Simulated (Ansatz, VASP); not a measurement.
# LiCl in VASP and in Ansatz

POSCAR

```
LiCl
1.0
    0.0000000000      2.6209482466      2.5560252063
    2.5560252063      0.0000000000      2.5560252063
    2.5560252063      2.6209482466      0.0000000000
Li Cl
1 1
Direct
    0.0000000000      0.0000000000      0.0000000000
    0.5000000000      0.5000000000      0.5000000000
```

File INCAR.step1:

```
ALGO = Normal
EDIFF = 1E-5
ENCUT = 520
GGA = PE
ISIF = 2
ISMEAR = 0
LASPH = T
LCHARG = F
LREAL = F
LWAVE = T
NBANDS = 12
NELM = 80
PREC = Accurate
SIGMA = 0.01
```

The input INCAR.step2:

```
ALGO = Normal
EDIFF = 1E-6
ENCUT = 520
GGA = PE
HFSCREEN = 0.2079
ISIF = 2
ISMEAR = 0
ISTART = 1
LASPH = T
LCHARG = F
LHFCALC = T
LREAL = F
LWAVE = F
NBANDS = 12
NELM = 80
PREC = Accurate
PRECFOCK = Normal
SIGMA = 0.01
```

KPOINTS

```
k-points
0
Gamma
  6 6 6
```

Input for Ansatz:

```yaml
crystal:
  lattice:
    - [0.0, 2.6209482466, 2.5560252063]
    - [2.5560252063, 0.0, 2.5560252063]
    - [2.5560252063, 2.6209482466, 0.0]
  atoms:
    - { symbol: Li, position: [0.0, 0.0, 0.0] }
    - { symbol: Cl, position: [0.5, 0.5, 0.5] }
kpoints:
  mp_grid: { grid: [6, 6, 6] }
  band_path:
    path:
      - [0.0, 0.0, 0.0]
      - [0.5, 0.0, 0.5]
      - [0.625, 0.25, 0.625]
      - [0.375, 0.375, 0.75]
      - [0.5, 0.5, 0.5]
      - [0.5, 0.25, 0.75]
    npoints: 1
hamiltonian:
  xc: hse06
scf:
  occupations: { method: fixed }
  n_extra_bands: 4
output:
  forces: true
  stress: true
  eigenvalues: true
```

Change from the starting cell: uniaxial_y strain +2.5%.

Alike in both runs: task single point; functional HSE06; k mesh 6 × 6 × 6; no spin polarisation.

```csv
,VASP,Ansatz
version,VASP 6.6.1,Ansatz 0.2.0
potentials or method,"VASP PAW PBE potentials, release 64 (Li_sv, Cl)","plane waves, PAW"
plane-wave cutoff (eV),520,420
occupations,"gaussian, width 0.01 eV",fixed
valence electrons in the cell,10,10
```

Ansatz gave:

```
gap on the k mesh at the Fermi level (eV) : 7.59
```

Question: What did VASP give for the same quantities?

Answer: gap on the k mesh at the Fermi level (eV): 7.60.

Ansatz's warnings: stress exchange threshold loose, stress scf threshold loose.

Noted on VASP's run: the cutoff is short for stress, so the pressure is rough.
